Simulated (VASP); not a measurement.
A run of VASP 6.6.1 is set up as follows.

File INCAR:

```
ALGO = Normal
DIPOL = 0.5 0.5 0.500
EDIFF = 1E-6
EDIFFG = -0.02
ENCUT = 520
GGA = PS
IBRION = 2
IDIPOL = 3
ISIF = 2
ISMEAR = 0
KPAR = 4
LASPH = True
LCHARG = False
LDIPOL = True
LREAL = Auto
LWAVE = False
NELM = 100
NSW = 80
PREC = Accurate
SIGMA = 0.05
```

Contents of KPOINTS:

```
k-points
0
Gamma
  7 7 1
```

File POSCAR:

```
Sr3Ti4O11
1.0
    3.8911201359      0.0000000000      0.0000000000
    0.0000000000      3.8911201359      0.0000000000
    0.0000000000      0.0000000000     26.6733604078
Ti O Sr
4 11 3
Direct
    0.5000000000      0.5000000000      0.2811794197
    0.5000000000      0.5000000000      0.4270598066
    0.5000000000      0.5000000000      0.5729401934
    0.5000000000      0.5000000000      0.7188205803
    0.0000000000      0.5000000000      0.2811794197
    0.5000000000      0.0000000000      0.2811794197
    0.5000000000      0.5000000000      0.3541196131
    0.0000000000      0.5000000000      0.4270598066
    0.5000000000      0.0000000000      0.4270598066
    0.5000000000      0.5000000000      0.5000000000
    0.0000000000      0.5000000000      0.5729401934
    0.5000000000      0.0000000000      0.5729401934
    0.5000000000      0.5000000000      0.6458803869
    0.0000000000      0.5000000000      0.7188205803
    0.5000000000      0.0000000000      0.7188205803
    0.0000000000      0.0000000000      0.3541196131
    0.0000000000      0.0000000000      0.5000000000
    0.0000000000      0.0000000000      0.6458803869
```

Potentials or basis: VASP PAW PBE potentials, release 64 (Ti_sv, O, Sr_sv).

Command:

```console
$ cat potpaw_PBE.64/Ti_sv/POTCAR potpaw_PBE.64/O/POTCAR potpaw_PBE.64/Sr_sv/POTCAR > POTCAR
$ mpirun -np 4 vasp_std > vasp.out
```

Q: Estimate the band gap on the k mesh.

A: 1.14 eV (least direct gap 1.78 eV).

Q: What does it give for the energy gained by relaxing?

A: 17.8 meV/atom.

Final structure:
```cif
data_structure
_symmetry_space_group_name_H-M 'P 1'
_symmetry_Int_Tables_number 1
_cell_length_a 3.8911
_cell_length_b 3.8911
_cell_length_c 26.6734
_cell_angle_alpha 90.000
_cell_angle_beta 90.000
_cell_angle_gamma 90.000
_cell_volume 403.86
loop_
_atom_site_label
_atom_site_type_symbol
_atom_site_fract_x
_atom_site_fract_y
_atom_site_fract_z
_atom_site_occupancy
Ti1 Ti 0.50000 0.50000 0.28492 1
Ti2 Ti 0.50000 0.50000 0.42772 1
Ti3 Ti 0.50000 0.50000 0.57228 1
Ti4 Ti 0.50000 0.50000 0.71508 1
O1 O 0.00000 0.50000 0.28166 1
O2 O 0.50000 0.00000 0.28166 1
O3 O 0.50000 0.50000 0.35370 1
O4 O 0.00000 0.50000 0.42723 1
O5 O 0.50000 0.00000 0.42723 1
O6 O 0.50000 0.50000 0.50000 1
O7 O 0.00000 0.50000 0.57277 1
O8 O 0.50000 0.00000 0.57277 1
O9 O 0.50000 0.50000 0.64630 1
O10 O 0.00000 0.50000 0.71834 1
O11 O 0.50000 0.00000 0.71834 1
Sr1 Sr 0.00000 0.00000 0.34894 1
Sr2 Sr 0.00000 0.00000 0.50000 1
Sr3 Sr 0.00000 0.00000 0.65106 1
```
